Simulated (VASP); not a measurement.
# HgTe (F-43m) in VASP: single point with HSE06

Aim: the single point of HgTe with HSE06.

Everything below comes from runs of VASP 6.6.1. Logs are shortened: lines on timing, memory, paths and dates and some standing lists are left out, and cuts for length are marked.

## Step 1: The cell of the first run

The structure is cubic, space group F-43m (No. 216). The conventional cell has a = 6.578 Å, b = 6.578 Å, c = 6.578 Å, α = 90.00°, β = 90.00°, γ = 90.00°. Within 3.8 Å of Hg (site symmetry -43m) lie 4 Te at 2.85 Å. Te (site symmetry -43m) has 4 Hg at 2.85 Å within 3.8 Å.

## Step 2: Single point, HSE06

POSCAR reads:

```
HgTe
1.0
    0.0000000000      3.2891578878      3.2891578878
    3.2891578878      0.0000000000      3.2891578878
    3.2891578878      3.2891578878      0.0000000000
Hg Te
1 1
Direct
    0.0000000000      0.0000000000      0.0000000000
    0.2500000000      0.2500000000      0.2500000000
```

INCAR.step1 reads:

```
PREC = Accurate
ENCUT = 520
EDIFF = 1E-5
ISMEAR = -1
SIGMA = 0.02
LREAL = False
LASPH = True
NELM = 80
ALGO = Normal
ISIF = 2
LWAVE = True
LCHARG = False
NBANDS = 16
GGA = PE
```

INCAR.step2 reads:

```
PREC = Accurate
ENCUT = 520
EDIFF = 1E-6
ISMEAR = -1
SIGMA = 0.02
LREAL = False
LASPH = True
NELM = 80
ALGO = Normal
ISIF = 2
LWAVE = False
LCHARG = False
GGA = PE
LHFCALC = True
HFSCREEN = 0.2079
PRECFOCK = Normal
NBANDS = 16
ISTART = 1
```

KPOINTS reads:

```
Automatic mesh
0
Gamma
  4 4 4
```

Potentials or basis: VASP PAW PBE potentials, release 64 (Hg, Te).

On the command line:

```bash
cat potpaw_PBE.64/Hg/POTCAR potpaw_PBE.64/Te/POTCAR > POTCAR
cp INCAR.step1 INCAR
mpirun -np 1 vasp_std > vasp.out
cp INCAR.step2 INCAR
mpirun -np 1 vasp_std > vasp.out
```

OUTCAR:

```text
PREC = Accurate
   ENCUT = 520
   EDIFF = 1E-6
   ISMEAR = -1
   LREAL = False
   LASPH = True
   NELM = 80
   ISIF = 2
   GGA = PE
   LHFCALC = True
   HFSCREEN = 0.2079
   PRECFOCK = Normal
   ISTART = 1

 ion  position               nearest neighbor table
   1  0.000  0.000  0.000-   2 2.85   2 2.85   2 2.85   2 2.85
   2  0.250  0.250  0.250-   1 2.85   1 2.85   1 2.85   1 2.85

  LATTYP: Found a face centered cubic cell.
 ALAT       =     6.5783157756

  Lattice vectors:

 A1 = (   0.0000000000,   3.2891578878,   3.2891578878)
 A2 = (   3.2891578878,   0.0000000000,   3.2891578878)
 A3 = (   3.2891578878,   3.2891578878,   0.0000000000)

Analysis of symmetry for initial positions (statically):
=====================================================================
 Subroutine PRICEL returns:
 Original cell was already a primitive cell.

 Routine SETGRP: Setting up the symmetry group for a
 face centered cubic supercell.

 Subroutine GETGRP returns: Found 24 space group operations
 (whereof 24 operations were pure point group operations)
 out of a pool of 48 trial point group operations.

The static configuration has the point symmetry T_d .

Analysis of symmetry for dynamics (positions and initial velocities):
=====================================================================
 Subroutine PRICEL returns:
 Original cell was already a primitive cell.

 Routine SETGRP: Setting up the symmetry group for a
 face centered cubic supercell.

 Subroutine GETGRP returns: Found 24 space group operations
 (whereof 24 operations were pure point group operations)
 out of a pool of 48 trial point group operations.

The dynamic configuration has the point symmetry T_d .

 Subroutine INISYM returns: Found 24 space group operations
 (whereof 24 operations are pure point group operations),
 and found     1 'primitive' translations

----------------------------------------------------------------------------------------

                                     Primitive cell

  volume of cell :      71.1679

  direct lattice vectors                    reciprocal lattice vectors
     0.000000000  3.289157888  3.289157888    -0.152014594  0.152014594  0.152014594
     3.289157888  0.000000000  3.289157888     0.152014594 -0.152014594  0.152014594
     3.289157888  3.289157888  0.000000000     0.152014594  0.152014594 -0.152014594

  length of vectors
     4.651571694  4.651571694  4.651571694     0.263297000  0.263297000  0.263297000

  position of ions in fractional coordinates (direct lattice)
     0.000000000  0.000000000  0.000000000
     0.250000000  0.250000000  0.250000000

  ion indices of the primitive-cell ions
   primitive index   ion index
                 1           1
                 2           2

----------------------------------------------------------------------------------------

 KPOINTS: Automatic mesh

Automatic generation of k-mesh.
 Grid dimensions read from file:
 generate k-points for:    4    4    4

 Generating k-lattice:

  Cartesian coordinates                     Fractional coordinates (reciprocal lattice)
    -0.038003648  0.038003648  0.038003648     0.250000000  0.000000000  0.000000000
     0.038003648 -0.038003648  0.038003648     0.000000000  0.250000000  0.000000000
     0.038003648  0.038003648 -0.038003648     0.000000000  0.000000000  0.250000000

  Length of vectors
     0.065824250  0.065824250  0.065824250

  Shift w.r.t. Gamma in fractional coordinates (k-lattice)
     0.000000000  0.000000000  0.000000000

 Subroutine IBZKPT returns following result:
 ===========================================

 Found      8 irreducible k-points:

 Following reciprocal coordinates:
            Coordinates               Weight
  0.000000  0.000000  0.000000      1.000000
  0.250000  0.000000  0.000000      8.000000
  0.500000  0.000000  0.000000      4.000000
  0.250000  0.250000  0.000000      6.000000
  0.500000  0.250000  0.000000     24.000000
 -0.250000  0.250000  0.000000     12.000000
  0.500000  0.500000  0.000000      3.000000
 -0.250000  0.500000  0.250000      6.000000
   k-points           NKPTS =      8   k-points in BZ     NKDIM =     64   number of bands    NBANDS=     16
   number of dos      NEDOS =    301   number of ions     NIONS =      2
   total plane-waves  NPLWV =  46656
   dimension x,y,z NGX =    36 NGY =   36 NGZ =   36
   dimension x,y,z NGXF=    72 NGYF=   72 NGZF=   72
   ions per type =               1   1
   NGX,Y,Z   is equivalent  to a cutoff of  12.87, 12.87, 12.87 a.u.
   NGXF,Y,Z  is equivalent  to a cutoff of  25.73, 25.73, 25.73 a.u.
 SYSTEM =  unknown system
   PREC   = accura    normal or accurate (medium, high low for compatibility)
   ISTART =      1    job   : 0-new  1-cont  2-samecut
   ICHARG =      0    charge: 1-file 2-atom 10-const
   ISPIN  =      1    spin polarized calculation?
   LNONCOLLINEAR =      F non collinear calculations
   LSORBIT =      F    spin-orbit coupling
   LASPH  =      T    aspherical Exc in radial PAW
   ENCUT  =  520.0 eV  38.22 Ry    6.18 a.u.   8.65  8.65  8.65*2*pi/ulx,y,z
   NELM   =     80;   NELMIN=  2; NELMDL=  0     # of ELM steps
   EDIFF  = 0.1E-05   stopping-criterion for ELM
   LREAL  =      F    real-space projection
   EDIFFG = 0.1E-04   stopping-criterion for IOM
   NSW    =      0    number of steps for IOM
   IBRION =     -1    ionic relax: 0-MD 1-quasi-New 2-CG
   NFREE  =      0    steps in history (QN), initial steepest desc. (CG)
   ISIF   =      2    stress and relaxation
   ISYM   =      3    0-nonsym 1-usesym 2-fastsym
   POTIM  = 0.5000    time-step for ionic-motion
   TEBEG  =    0.0;   TEEND  =   0.0 temperature during run
   PSTRESS=    0.0 pullay stress
   NELECT =      18.0000    total number of electrons
   NUPDOWN=      -1.0000    fix difference up-down
   EMIN   =  10.00;   EMAX   =-10.00  energy-range for DOS
   EFERMI =   0.00;   METHOD = LEGACY
   ISMEAR =    -1;   SIGMA  =   0.02  broadening in eV -4-tet -1-fermi 0-gaus
   EFERMI_NEDOS =   21; number of points for ismear=-14 and -15
   IALGO  =     38    algorithm
   IMIX   =      1    mixing-type and parameters
     AMIX     =   0.40;   BMIX     =  1.00
     AMIX_MAG =   1.60;   BMIX_MAG =  1.00
  volume/ion in A,a.u.               =      35.58       240.13
  Fermi-wavevector in a.u.,A,eV,Ry     =   1.035311  1.956455 14.583669  1.071869
  Thomas-Fermi vector in A             =   2.169648
   LORBIT       =      0    0 simple, 1 ext, 2 COOP (PROOUT), +10 PAW based schemes
   GGA     = PE    functional components
   LHFCALC =     T    Hartree Fock is set to
   PRECFOCK=normal    Normal, Fast or Accurate (Low or Medium for compatibility)
   ENCUT4O =  -1.0   cutoff for four orbital integrals eV
   NKREDX  =     1    reduce k-point grid by
   NKREDY  =     1    reduce k-point grid by
   NKREDZ  =     1    reduce k-point grid by
   AEXX    =    0.2500 exact exchange contribution
   HFSCREEN=    0.2079 screening length (either q_TF or 0.3 A-1)
   HFSCREENC=   0.2079 screening length for correlation (either q_TF or 0.3 A-1)
   ENCUTFOCK=  -1.0 apply spherical cutoff to Coloumb kernel
   IVDW    =     0    specifies the selected vdW correction
   LEPSILON=     F    determine dielectric tensor
   LRPA    =     F    only Hartree local field effects (RPA)
 non-spin polarized calculation
  energy-cutoff  :      520.00
  volume of cell :       71.17
 maximum number of plane-waves:      1924
 NGX is ok and might be reduce to    36
  NGX = 28; NGY = 28; NGZ = 28

 number of electron      18.0000001 magnetization

 Free energy of the ion-electron system (eV)
  ---------------------------------------------------
  ext. energy  EPLUGINS =         0.00000000
  ---------------------------------------------------
  free energy    TOTEN  =        -4.66848628 eV

  energy without entropy =       -4.66729281  energy(sigma->0) =       -4.66788955

 E-fermi :   2.1282     XC(G=0):  -7.0989

 val. band max:        2.1143587757   @ k =   0.0000   0.0000   0.0000
 cond. band min:       3.4648722091   @ k =   0.5000   0.0000   0.0000
 fundamental gap:      1.3505134335
 Fermi energy:         2.1282190749

 k-point     1 :       0.0000    0.0000    0.0000
  band No.  band energies     occupation
      1     -10.5230      2.00000
      2      -6.0583      2.00000
      3      -6.0583      2.00000
      4      -6.0583      2.00000
      5      -5.5871      2.00000
      6      -5.5871      2.00000
      7       1.8548      2.00000
      8       2.1144      1.33337
      9       2.1144      1.33336
     10       2.1144      1.33327
     11       7.1922      0.00000
     12       7.1922      0.00000
     13       7.1922      0.00000
     14       9.5010      0.00000
     15      12.5150      0.00000
     16      12.5150      0.00000

 k-point     2 :       0.2500    0.0000    0.0000
  band No.  band energies     occupation
      1     -10.2559      2.00000
      2      -5.9958      2.00000
      3      -5.9958      2.00000
      4      -5.8622      2.00000
      5      -5.5878      2.00000
      6      -5.5878      2.00000
      7      -1.3081      2.00000
      8       1.5841      2.00000
      9       1.5841      2.00000
     10       3.5800      0.00000
     11       7.7691      0.00000
     12       7.8262      0.00000
     13       7.8262      0.00000
     14      10.8363      0.00000
     15      11.4797      0.00000
     16      11.4797      0.00000

 k-point     3 :       0.5000    0.0000    0.0000
  band No.  band energies     occupation
      1      -9.9683      2.00000
      2      -5.9463      2.00000
      3      -5.9463      2.00000
      4      -5.5702      2.00000
      5      -5.5702      2.00000
      6      -5.2595      2.00000
      7      -3.4147      2.00000
      8       1.1442      2.00000
      9       1.1442      2.00000
     10       3.4649      0.00000
     11       7.9820      0.00000
     12       7.9820      0.00000
     13       9.8051      0.00000
     14      10.8741      0.00000
     15      13.1011      0.00000
     16      13.1011      0.00000

 k-point     4 :       0.2500    0.2500    0.0000
  band No.  band energies     occupation
      1     -10.1653      2.00000
      2      -5.9268      2.00000
      3      -5.9213      2.00000
      4      -5.9213      2.00000
      5      -5.6007      2.00000
      6      -5.5607      2.00000
      7      -1.3481      2.00000
      8       0.8346      2.00000
      9       0.8347      2.00000
     10       4.7105      0.00000
     11       5.8289      0.00000
     12       9.1539      0.00000
     13       9.1539      0.00000
     14       9.6607      0.00000
     15      12.8607      0.00000
     16      13.0809      0.00000

 k-point     5 :       0.5000    0.2500    0.0000
  band No.  band energies     occupation
      1      -9.8766      2.00000
      2      -5.8961      2.00000
      3      -5.8516      2.00000
      4      -5.6765      2.00000
      5      -5.5590      2.00000
      6      -5.2419      2.00000
      7      -3.1122      2.00000
      8      -0.2679      2.00000
      9       0.4623      2.00000
     10       4.9803      0.00000
     11       6.9298      0.00000
     12       8.9280      0.00000
     13       9.5201      0.00000
     14      11.7461      0.00000
     15      13.3365      0.00000
     16      13.6687      0.00000

 k-point     6 :      -0.2500    0.2500    0.0000
  band No.  band energies     occupation
      1      -9.9735      2.00000
      2      -5.9177      2.00000
      3      -5.9135      2.00000
      4      -5.6227      2.00000
      5      -5.6015      2.00000
      6      -5.4332      2.00000
      7      -2.6187      2.00000
      8      -0.3132      2.00000
      9       1.1245      2.00000
     10       4.8992      0.00000
     11       7.7408      0.00000
     12       8.3349      0.00000
     13       8.5607      0.00000
     14      11.0764      0.00000
     15      12.3804      0.00000
     16      13.6016      0.00000

 k-point     7 :       0.5000    0.5000    0.0000
  band No.  band energies     occupation
      1      -9.7783      2.00000
      2      -5.8317      2.00000
      3      -5.7595      2.00000
      4      -5.7595      2.00000
      5      -5.5341      2.00000
      6      -5.1152      2.00000
      7      -3.4367      2.00000
      8      -0.1153      2.00000
      9      -0.1153      2.00000
     10       4.7163      0.00000
     11       5.3249      0.00000
     12      11.1514      0.00000
     13      11.8999      0.00000
     14      11.8999      0.00000
     15      13.3783      0.00000
     16      14.4317      0.00000

 k-point     8 :      -0.2500    0.5000    0.2500
  band No.  band energies     occupation
      1      -9.7801      2.00000
      2      -5.8423      2.00000
      3      -5.8244      2.00000
      4      -5.6346      2.00000
      5      -5.6034      2.00000
      6      -4.9801      2.00000
      7      -3.4568      2.00000
      8      -0.4570      2.00000
      9      -0.4274      2.00000
     10       5.9642      0.00000
     11       7.4901      0.00000
     12       8.1854      0.00000
     13       9.1033      0.00000
     14      12.4984      0.00000
     15      14.0344      0.00000
     16      14.1112      0.00000

------------------------ aborting loop because EDIFF is reached ----------------------------------------

  FORCE on cell =-STRESS in cart. coord.  units (eV):
  Direction    XX          YY          ZZ          XY          YZ          ZX
  --------------------------------------------------------------------------------------
  -------------------------------------------------------------------------------------
  Total        0.0342704      0.0342704      0.0342704      0.0000000     -0.0000000     -0.0000000
  in kB        0.7715165      0.7715165      0.7715165      0.0000000     -0.0000000     -0.0000000
  external PRESSURE =       0.7715165 kB  Pullay stress =       0.0000000 kB

 VOLUME and BASIS-vectors are now :
 -----------------------------------------------------------------------------
  energy-cutoff  :      520.00
  volume of cell :       71.17
      direct lattice vectors                 reciprocal lattice vectors
     0.000000000  3.289157888  3.289157888    -0.152014594  0.152014594  0.152014594
     3.289157888  0.000000000  3.289157888     0.152014594 -0.152014594  0.152014594
     3.289157888  3.289157888  0.000000000     0.152014594  0.152014594 -0.152014594

 POSITION                                       TOTAL-FORCE (eV/Angst)
 -----------------------------------------------------------------------------------
      0.00000      0.00000      0.00000         0.000000      0.000000      0.000000
      1.64458      1.64458      1.64458        -0.000000     -0.000000     -0.000000
 -----------------------------------------------------------------------------------
    total drift:                               -0.000036     -0.000026     -0.000025

  FREE ENERGIE OF THE ION-ELECTRON SYSTEM (eV)
  ---------------------------------------------------
  free  energy   TOTEN  =        -4.6684862842 eV

  energy  without entropy=       -4.6672928100  energy(sigma->0) =       -4.66788955
```

Wall time 16 min (1 thread of Intel Xeon 8259CL, shared host); peak memory 0.32 GiB.

What came out:

| Quantity | Value |
| --- | --- |
| Free energy | -4.6685 eV |
| Pressure | 0.1 GPa |
| Band gap on the k mesh | zero (filled and empty bands touch) |

Caveat: the k points lie up to 0.41 Å⁻¹ apart; the PAW data sets were made with another functional, which shifts forces and pressure a little; spin-orbit coupling is left out, which moves the levels of the heavy elements.
